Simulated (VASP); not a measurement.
A run of VASP 6.6.1 is set up as follows.

POSCAR

```
C
1.0
    1.1973256878      0.6912763082      3.2633355684
   -1.1973256878      0.6912763082      3.2633355684
    0.0000000000     -1.3825526163      3.2633355684
C
2
Direct
    0.1640000000      0.1640000000      0.1640000000
    0.8360000000      0.8360000000      0.8360000000
```

Contents of INCAR.step1:

```
SYSTEM = C
PREC     = Accurate       ! precision mode
ENCUT    = 520            ! plane-wave cutoff, eV
ISMEAR   = 0              ! smearing method
SIGMA    = 0.05           ! smearing width, eV
LREAL    = .False.        ! projectors in reciprocal space
LASPH    = .True.         ! aspherical terms in the spheres
NELM     = 60             ! most SCF steps
NBANDS   = 11             ! bands
GGA      = PE             ! functional
ALGO     = Normal         ! electronic algorithm
EDIFF    = 1E-4           ! SCF threshold, eV
LWAVE    = .True.         ! write WAVECAR
LCHARG   = .False.        ! write CHGCAR
```

Contents of INCAR.step2:

```
SYSTEM = C
PREC     = Accurate       ! precision mode
ENCUT    = 520            ! plane-wave cutoff, eV
EDIFF    = 1E-6           ! SCF threshold, eV
ISMEAR   = 0              ! smearing method
SIGMA    = 0.05           ! smearing width, eV
LREAL    = .False.        ! projectors in reciprocal space
LASPH    = .True.         ! aspherical terms in the spheres
NELM     = 60             ! most SCF steps
ALGO     = Normal         ! electronic algorithm
ISIF     = 2              ! what is computed and relaxed
LWAVE    = .False.        ! write WAVECAR
LCHARG   = .False.        ! write CHGCAR
METAGGA  = R2SCAN         ! meta-GGA
LMIXTAU  = .True.       
NBANDS   = 11             ! bands
ISTART   = 1
```

Contents of KPOINTS:

```
regular mesh
0
Gamma
  12 12 12
  0 0 0
```

Potentials or basis: VASP PAW PBE potentials, release 64 (C).

Launch:

```sh
$ cat potpaw_PBE.64/C/POTCAR > POTCAR
$ cp INCAR.step1 INCAR
$ mpirun -np 1 vasp_std > vasp.out
$ cp INCAR.step2 INCAR
$ mpirun -np 1 vasp_std > vasp.out
```

Predict the band gap on the k mesh.

0.88 eV, direct.

Predict the pressure.

26.0 GPa.

Predict the largest force.

0.857 eV/Å.

Stress tensor (GPa, compression positive):
```
38.03  0.00  0.00
 0.00 38.03  0.00
 0.00  0.00  1.86
```

Caveat: the cell differs from its parent crystal (strain -0.025 along x and y, -0.025 along z); the PAW data sets were made with another functional, which shifts forces and pressure a little. A k mesh can miss the band edges.
